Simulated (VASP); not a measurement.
# TiAl3 (Pm-3m) in VASP: a series of runs, part 2 of 2

VASP 6.6.1.

### Step 4. Single point, r2SCAN (strain +0.015 along x and y, +0.015 along z)

POSCAR reads:

```
TiAl3
1.0
    4.0150063187      0.0000000000      0.0000000000
    0.0000000000      4.0150063187      0.0000000000
    0.0000000000      0.0000000000      4.0150063187
Ti Al
1 3
Direct
    0.0000000000      0.0000000000      0.0000000000
    0.5000000000      0.5000000000      0.0000000000
    0.5000000000      0.0000000000      0.5000000000
    0.0000000000      0.5000000000      0.5000000000
```

INCAR.step1 reads:

```
PREC = Accurate ; ENCUT = 520
ISMEAR = 0 ; SIGMA = 0.15
LREAL = False ; LASPH = True
NELM = 60 ; NBANDS = 18
GGA = PE ; ALGO = Normal
EDIFF = 1E-4 ; LWAVE = True
LCHARG = False
```

INCAR.step2 reads:

```
PREC = Accurate ; ENCUT = 520
EDIFF = 1E-6 ; ISMEAR = 0
SIGMA = 0.15 ; LREAL = False
LASPH = True ; NELM = 60
ALGO = Normal ; ISIF = 2
LWAVE = False ; LCHARG = True
METAGGA = R2SCAN ; LMIXTAU = True
LELF = True ; LVHAR = True
NBANDS = 18 ; ISTART = 1
```

KPOINTS reads:

```
Automatic mesh
0
Gamma
  12 12 12
```

Potentials or basis: VASP PAW PBE potentials, release 64 (Ti_sv, Al).

Run with:

```bash
$ cat potpaw_PBE.64/Ti_sv/POTCAR potpaw_PBE.64/Al/POTCAR > POTCAR
$ cp INCAR.step1 INCAR
$ mpirun -np 1 vasp_std > vasp.out
$ cp INCAR.step2 INCAR
$ mpirun -np 1 vasp_std > vasp.out
```

OUTCAR:

```text
PREC = Accurate
   ENCUT = 520
   EDIFF = 1E-6
   ISMEAR = 0
   LREAL = False
   LASPH = True
   NELM = 60
   ISIF = 2
   METAGGA = R2SCAN
   ISTART = 1

 ion  position               nearest neighbor table
   1  0.000  0.000  0.000-   2 2.84   3 2.84   4 2.84   3 2.84   4 2.84   2 2.84   4 2.84   4 2.84
                             2 2.84   3 2.84   3 2.84   2 2.84
   2  0.500  0.500  0.000-   1 2.84   3 2.84   4 2.84   3 2.84   4 2.84   1 2.84   3 2.84   3 2.84
                             1 2.84   4 2.84   4 2.84   1 2.84
   3  0.500  0.000  0.500-   1 2.84   2 2.84   4 2.84   1 2.84   2 2.84   2 2.84   4 2.84   2 2.84
                             1 2.84   4 2.84   1 2.84   4 2.84
   4  0.000  0.500  0.500-   1 2.84   2 2.84   3 2.84   1 2.84   2 2.84   1 2.84   3 2.84   1 2.84
                             2 2.84   3 2.84   2 2.84   3 2.84

  LATTYP: Found a simple cubic cell.
 ALAT       =     4.0150063187

  Lattice vectors:

 A1 = (   4.0150063187,   0.0000000000,   0.0000000000)
 A2 = (   0.0000000000,   4.0150063187,   0.0000000000)
 A3 = (   0.0000000000,   0.0000000000,   4.0150063187)

Analysis of symmetry for initial positions (statically):
=====================================================================
 Subroutine PRICEL returns:
 Original cell was already a primitive cell.

 Routine SETGRP: Setting up the symmetry group for a
 simple cubic supercell.

 Subroutine GETGRP returns: Found 48 space group operations
 (whereof 48 operations were pure point group operations)
 out of a pool of 48 trial point group operations.

The static configuration has the point symmetry O_h .

Analysis of symmetry for dynamics (positions and initial velocities):
=====================================================================
 Subroutine PRICEL returns:
 Original cell was already a primitive cell.

 Routine SETGRP: Setting up the symmetry group for a
 simple cubic supercell.

 Subroutine GETGRP returns: Found 48 space group operations
 (whereof 48 operations were pure point group operations)
 out of a pool of 48 trial point group operations.

The dynamic configuration has the point symmetry O_h .

 Subroutine INISYM returns: Found 48 space group operations
 (whereof 48 operations are pure point group operations),
 and found     1 'primitive' translations

----------------------------------------------------------------------------------------

                                     Primitive cell

  volume of cell :      64.7230

  direct lattice vectors                    reciprocal lattice vectors
     4.015006319  0.000000000  0.000000000     0.249065611  0.000000000  0.000000000
     0.000000000  4.015006319  0.000000000     0.000000000  0.249065611  0.000000000
     0.000000000  0.000000000  4.015006319     0.000000000  0.000000000  0.249065611

  length of vectors
     4.015006319  4.015006319  4.015006319     0.249065611  0.249065611  0.249065611

  position of ions in fractional coordinates (direct lattice)
     0.000000000  0.000000000  0.000000000
     0.500000000  0.500000000  0.000000000
     0.500000000  0.000000000  0.500000000
     0.000000000  0.500000000  0.500000000

  ion indices of the primitive-cell ions
   primitive index   ion index
                 1           1
                 2           2
                 3           3
                 4           4

----------------------------------------------------------------------------------------

[... 31 lines left out ...]
  0.416667  0.000000  0.000000      6.000000
[... 16 lines left out ...]
  0.333333  0.333333  0.000000     12.000000
  0.416667  0.333333  0.000000     24.000000
 [... further k-points ...]
   k-points           NKPTS =     84   k-points in BZ     NKDIM =     84   number of bands    NBANDS=     18
   number of dos      NEDOS =    301   number of ions     NIONS =      4
   total plane-waves  NPLWV =  27000
   dimension x,y,z NGX =    30 NGY =   30 NGZ =   30
   dimension x,y,z NGXF=    60 NGYF=   60 NGZF=   60
   ions per type =               1   3
   NGX,Y,Z   is equivalent  to a cutoff of  12.42, 12.42, 12.42 a.u.
   NGXF,Y,Z  is equivalent  to a cutoff of  24.84, 24.84, 24.84 a.u.
 SYSTEM =  unknown system
   PREC   = accura    normal or accurate (medium, high low for compatibility)
   ISTART =      1    job   : 0-new  1-cont  2-samecut
   ICHARG =      0    charge: 1-file 2-atom 10-const
   ISPIN  =      1    spin polarized calculation?
   LNONCOLLINEAR =      F non collinear calculations
   LSORBIT =      F    spin-orbit coupling
   LASPH  =      T    aspherical Exc in radial PAW
   ENCUT  =  520.0 eV  38.22 Ry    6.18 a.u.   7.47  7.47  7.47*2*pi/ulx,y,z
   NELM   =     60;   NELMIN=  2; NELMDL=  0     # of ELM steps
   EDIFF  = 0.1E-05   stopping-criterion for ELM
   LREAL  =      F    real-space projection
   EDIFFG = 0.1E-04   stopping-criterion for IOM
   NSW    =      0    number of steps for IOM
   IBRION =     -1    ionic relax: 0-MD 1-quasi-New 2-CG
   NFREE  =      0    steps in history (QN), initial steepest desc. (CG)
   ISIF   =      2    stress and relaxation
   ISYM   =      2    0-nonsym 1-usesym 2-fastsym
   POTIM  = 0.5000    time-step for ionic-motion
   TEBEG  =    0.0;   TEEND  =   0.0 temperature during run
   PSTRESS=    0.0 pullay stress
   NELECT =      21.0000    total number of electrons
   NUPDOWN=      -1.0000    fix difference up-down
   EMIN   =  10.00;   EMAX   =-10.00  energy-range for DOS
   EFERMI =   0.00;   METHOD = LEGACY
   ISMEAR =     0;   SIGMA  =   0.15  broadening in eV -4-tet -1-fermi 0-gaus
   EFERMI_NEDOS =   21; number of points for ismear=-14 and -15
   IALGO  =     38    algorithm
   IMIX   =      4    mixing-type and parameters
     AMIX     =   0.40;   BMIX     =  1.00
     AMIX_MAG =   1.60;   BMIX_MAG =  1.00
  volume/ion in A,a.u.               =      16.18       109.19
  Fermi-wavevector in a.u.,A,eV,Ry     =   1.124937  2.125823 17.217958  1.265484
  Thomas-Fermi vector in A             =   2.261612
   LORBIT       =      0    0 simple, 1 ext, 2 COOP (PROOUT), +10 PAW based schemes
   METAGGA = R2SCAN    functional components
   LHFCALC =     F    Hartree Fock is set to
   AEXX    =    0.0000 exact exchange contribution
   IVDW    =     0    specifies the selected vdW correction
   LEPSILON=     F    determine dielectric tensor
   LRPA    =     F    only Hartree local field effects (RPA)
 non-spin polarized calculation
 Gauss-broadening in eV      SIGMA  =   0.15
  energy-cutoff  :      520.00
  volume of cell :       64.72
 maximum number of plane-waves:      1777
 NGX is ok and might be reduce to    30
   NGX = 15   NGY = 15   NGZ = 15

 number of electron      20.9999997 magnetization

 Free energy of the ion-electron system (eV)
  ---------------------------------------------------
  ext. energy  EPLUGINS =         0.00000000
  ---------------------------------------------------
  free energy    TOTEN  =       -34.78264345 eV

  energy without entropy =      -34.75496027  energy(sigma->0) =      -34.76880186

 E-fermi :   8.6950     XC(G=0): -11.4018

 val. band max:        8.6928173901   @ k =   0.1667   0.1667   0.0833
 cond. band min:       8.7033572074   @ k =   0.3333   0.3333   0.1667
 fundamental gap:      0.0105398173
 Fermi energy:         8.6949901571

 k-point     1 :       0.0000    0.0000    0.0000
  band No.  band energies     occupation
      1     -50.7577      2.00000
      2     -26.0104      2.00000
      3     -26.0104      2.00000
      4     -26.0104      2.00000
      5      -2.5342      2.00000
      6       5.5773      2.00000
[... 481 lines left out ...]
      5       0.0639      2.00000
      6       1.8799      2.00000
[... 10 lines left out ...]
     17      12.9900      0.00000
     18      14.2509      0.00000

 [... further k-points ...]

------------------------ aborting loop because EDIFF is reached ----------------------------------------

  FORCE on cell =-STRESS in cart. coord.  units (eV):
  Direction    XX          YY          ZZ          XY          YZ          ZX
  --------------------------------------------------------------------------------------
  -------------------------------------------------------------------------------------
  Total       -1.9370154     -1.9370154     -1.9370154      0.0000000      0.0000000      0.0000000
  in kB      -47.9495968    -47.9495968    -47.9495968      0.0000000      0.0000000      0.0000000
  external PRESSURE =     -47.9495968 kB  Pullay stress =       0.0000000 kB

 VOLUME and BASIS-vectors are now :
 -----------------------------------------------------------------------------
  energy-cutoff  :      520.00
  volume of cell :       64.72
      direct lattice vectors                 reciprocal lattice vectors
     4.015006319  0.000000000  0.000000000     0.249065611  0.000000000  0.000000000
     0.000000000  4.015006319  0.000000000     0.000000000  0.249065611  0.000000000
     0.000000000  0.000000000  4.015006319     0.000000000  0.000000000  0.249065611

 POSITION                                       TOTAL-FORCE (eV/Angst)
 -----------------------------------------------------------------------------------
      0.00000      0.00000      0.00000         0.000000      0.000000      0.000000
      2.00750      2.00750      0.00000         0.000000      0.000000      0.000000
      2.00750      0.00000      2.00750         0.000000      0.000000      0.000000
      0.00000      2.00750      2.00750         0.000000      0.000000      0.000000
 -----------------------------------------------------------------------------------
    total drift:                               -0.000000     -0.000000      0.000000

  FREE ENERGIE OF THE ION-ELECTRON SYSTEM (eV)
  ---------------------------------------------------
  free  energy   TOTEN  =       -34.7826434520 eV

  energy  without entropy=      -34.7549602696  energy(sigma->0) =      -34.76880186
```

Run time: 2.4 min. Hardware: 1 thread of AMD EPYC 9R45 (Zen 5), shared host; peak memory 0.2 GiB.

Results:

* Free energy: -34.7826 eV
* Pressure: -4.8 GPa
* Band gap on the k mesh: zero (an odd number of electrons rules out a gap without spin polarisation)

Caveat: the cell differs from its parent crystal (strain +0.015 along x and y, +0.015 along z); the cell stands under tension; the PAW data sets were made with another functional, which shifts forces and pressure a little.

### Step 5. Summary

| cell | gap on the mesh (eV) | pressure (GPa) |
| --- | --- | --- |
| a = 3.837 Å, 4 atoms | none | 12.6 |
| a = 3.896 Å, 4 atoms | none | 5.7 |
| a = 4.015 Å, 4 atoms | none | -4.8 |

Alike in all rows: task single point; level r2SCAN; potentials or basis VASP PAW PBE potentials, release 64 (Ti_sv, Al); no spin polarisation; k mesh 12 × 12 × 12; cutoff (eV) 520; smearing gaussian 0.15 eV.

Caveats: the PAW data sets were made with another functional, which shifts forces and pressure a little; the cell stands under pressure (at least some runs); the cell stands under tension (at least some runs).

Absolute energies hang on the potentials; compare differences alone.
